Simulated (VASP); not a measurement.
# TiC in VASP: a series of runs, part 2 of 2

VASP 6.6.1.

### 4 Single point, PBE

The input, INCAR:

```
SYSTEM = TiC
PREC     = Accurate       ! precision mode
ENCUT    = 520            ! plane-wave cutoff, eV
EDIFF    = 1E-7           ! SCF threshold, eV
ISMEAR   = 0              ! smearing method
SIGMA    = 0.1            ! smearing width, eV
LREAL    = .False.        ! projectors in reciprocal space
LASPH    = .True.         ! aspherical terms in the spheres
NELM     = 100            ! most SCF steps
ALGO     = Normal         ! electronic algorithm
ISIF     = 2              ! what is computed and relaxed
LWAVE    = .False.        ! write WAVECAR
LCHARG   = .True.         ! write CHGCAR
GGA      = PE             ! functional
LELF     = .True.         ! ELF
LVHAR    = .True.       
NBANDS   = 15             ! bands
```

The input, KPOINTS:

```
regular mesh
0
Gamma
  22 22 22
  0 0 0
```

The input, POSCAR:

```
TiC
1.0
    0.0000000000      2.1663736817      2.1663736817
    2.1663736817      0.0000000000      2.1663736817
    2.1663736817      2.1663736817      0.0000000000
Ti C
1 1
Direct
    0.5000000000      0.5000000000      0.5000000000
    0.0000000000      0.0000000000      0.0000000000
```

Potentials or basis: VASP PAW PBE potentials, release 64 (Ti_sv, C).

Command:

```
$ cat potpaw_PBE.64/Ti_sv/POTCAR potpaw_PBE.64/C/POTCAR > POTCAR
$ mpirun -np 1 vasp_std > vasp.out
```

OUTCAR:

```text
SYSTEM = TiC
   PREC = Accurate
   ENCUT = 520
   EDIFF = 1E-7
   ISMEAR = 0
   LREAL = .False.
   LASPH = .True.
   NELM = 100
   ISIF = 2
   GGA = PE

 ion  position               nearest neighbor table
   1  0.500  0.500  0.500-   2 2.17   2 2.17   2 2.17   2 2.17   2 2.17   2 2.17
   2  0.000  0.000  0.000-   1 2.17   1 2.17   1 2.17   1 2.17   1 2.17   1 2.17

  LATTYP: Found a face centered cubic cell.
 ALAT       =     4.3327473634

  Lattice vectors:

 A1 = (   0.0000000000,   2.1663736817,   2.1663736817)
 A2 = (   2.1663736817,   0.0000000000,   2.1663736817)
 A3 = (   2.1663736817,   2.1663736817,   0.0000000000)

Analysis of symmetry for initial positions (statically):
=====================================================================
 Subroutine PRICEL returns:
 Original cell was already a primitive cell.

 Routine SETGRP: Setting up the symmetry group for a
 face centered cubic supercell.

 Subroutine GETGRP returns: Found 48 space group operations
 (whereof 48 operations were pure point group operations)
 out of a pool of 48 trial point group operations.

The static configuration has the point symmetry O_h .

Analysis of symmetry for dynamics (positions and initial velocities):
=====================================================================
 Subroutine PRICEL returns:
 Original cell was already a primitive cell.

 Routine SETGRP: Setting up the symmetry group for a
 face centered cubic supercell.

 Subroutine GETGRP returns: Found 48 space group operations
 (whereof 48 operations were pure point group operations)
 out of a pool of 48 trial point group operations.

The dynamic configuration has the point symmetry O_h .

 Subroutine INISYM returns: Found 48 space group operations
 (whereof 48 operations are pure point group operations),
 and found     1 'primitive' translations

----------------------------------------------------------------------------------------

                                     Primitive cell

  volume of cell :      20.3343

  direct lattice vectors                    reciprocal lattice vectors
     0.000000000  2.166373682  2.166373682    -0.230800440  0.230800440  0.230800440
     2.166373682  0.000000000  2.166373682     0.230800440 -0.230800440  0.230800440
[... 123 lines left out ...]
 number of electron      16.0000000 magnetization

 Free energy of the ion-electron system (eV)
  ---------------------------------------------------
  ext. energy  EPLUGINS =         0.00000000
  ---------------------------------------------------
  free energy    TOTEN  =       -18.71017333 eV

  energy without entropy =      -18.70881390  energy(sigma->0) =      -18.70949362

 E-fermi :   9.3962     XC(G=0): -12.6931

 val. band max:        9.3804296637   @ k =   0.4545   0.4091   0.0000
 cond. band min:       9.4052808311   @ k =   0.3636   0.3182   0.0455
 fundamental gap:      0.0248511675
 Fermi energy:         9.3961655510

 k-point     1 :       0.0000    0.0000    0.0000
  band No.  band energies     occupation
      1     -47.1902      2.00000
      2     -23.2148      2.00000
      3     -23.2148      2.00000
      4     -23.2148      2.00000
      5      -2.9907      2.00000
      6      10.0947      0.00000
      7      10.0947      0.00000
      8      10.0947      0.00000
      9      11.0782      0.00000
     10      11.0782      0.00000
     11      11.0782      0.00000
     12      11.1123      0.00000
     13      11.1123      0.00000
     14      19.8708      0.00000
[... 401 lines left out ...]
      2     -23.7009      2.00000
      3     -23.2705      2.00000
      4     -23.2627      2.00000
      5       0.4011      2.00000
      6       3.6939      2.00000
      7       6.5353      2.00000
      8       6.5408      2.00000
      9      12.2530      0.00000
     10      12.2930      0.00000
     11      13.4332      0.00000
     12      17.1746      0.00000
     13      17.5228      0.00000
     14      17.9749      0.00000
     15      24.2647      0.00000

 [... further k-points ...]

------------------------ aborting loop because EDIFF is reached ----------------------------------------

  FORCE on cell =-STRESS in cart. coord.  units (eV):
  Direction    XX          YY          ZZ          XY          YZ          ZX
  --------------------------------------------------------------------------------------
  -------------------------------------------------------------------------------------
  Total        0.0300495      0.0300495      0.0300495      0.0000000      0.0000000      0.0000000
  in kB        2.3676515      2.3676515      2.3676515      0.0000000      0.0000000      0.0000000
  external PRESSURE =       2.3676515 kB  Pullay stress =       0.0000000 kB

 VOLUME and BASIS-vectors are now :
 -----------------------------------------------------------------------------
  energy-cutoff  :      520.00
  volume of cell :       20.33
      direct lattice vectors                 reciprocal lattice vectors
     0.000000000  2.166373682  2.166373682    -0.230800440  0.230800440  0.230800440
     2.166373682  0.000000000  2.166373682     0.230800440 -0.230800440  0.230800440
     2.166373682  2.166373682  0.000000000     0.230800440  0.230800440 -0.230800440

 POSITION                                       TOTAL-FORCE (eV/Angst)
 -----------------------------------------------------------------------------------
      2.16637      2.16637      2.16637         0.000000     -0.000000      0.000000
      0.00000      0.00000      0.00000        -0.000000      0.000000     -0.000000
 -----------------------------------------------------------------------------------
    total drift:                                0.000000     -0.000000      0.000000

  FREE ENERGIE OF THE ION-ELECTRON SYSTEM (eV)
  ---------------------------------------------------
  free  energy   TOTEN  =       -18.7101733345 eV

  energy  without entropy=      -18.7088139013  energy(sigma->0) =      -18.70949362
```

stdout:

```text
POSCAR found type information on POSCAR TiC
 POSCAR found :  2 types and       2 ions
 scaLAPACK will be used
 LDA part: xc-table for (Slater+PW92), standard interpolation
 POSCAR, INCAR and KPOINTS ok, starting setup
 FFT: planning ... GRIDC
 FFT: planning ... GRID_SOFT
 FFT: planning ... GRID
 WAVECAR not read
 entering main loop
```

Wall time 80 s (1 thread of Intel Xeon Platinum 8259CL at 2.50GHz (Skylake/Cascade Lake), shared host); peak memory 0.22 GiB.

Results:

```yaml
Free_energy: -18.7102 eV
Pressure: 0.2 GPa
Band_gap_on_the_k_mesh: zero (bands 8 and 9 overlap by 1.10 eV)
```

Levels at points of the mesh, in eV from the Fermi level:
```tsv
k point	band 6	band 7	band 8	band 9	band 10	band 11
(0.00, 0.00, 0.00)	0.70	0.70	0.70	1.68	1.68	1.68
(0.50, 0.00, 0.00)	-5.83	-2.88	-2.88	2.92	2.92	4.10
(0.50, 0.50, 0.00)	-3.42	-1.61	-0.03	-0.03	2.71	3.52
```

### 5 Overview

```tsv
spin	cell	k mesh	gap on the mesh (eV)	pressure (GPa)
collinear	a = 3.063 Å, angles 60.0°, 2 atoms, atomic positions A	6 × 6 × 6	none	0.5
off	a = 5.281 Å, angles 33.8°, 4 atoms, atomic positions B	6 × 6 × 6	none	0.5
off	a = 3.064 Å, angles 60.0°, 2 atoms, atomic positions A	22 × 22 × 22	none	0.2
```

Alike in all rows: task single point; level PBE; potentials or basis VASP PAW PBE potentials, release 64 (Ti_sv, C); cutoff (eV) 520; smearing gaussian 0.1 eV.

Caveats: some runs use coarse meshes.

Absolute energies hang on the potentials; compare differences alone.
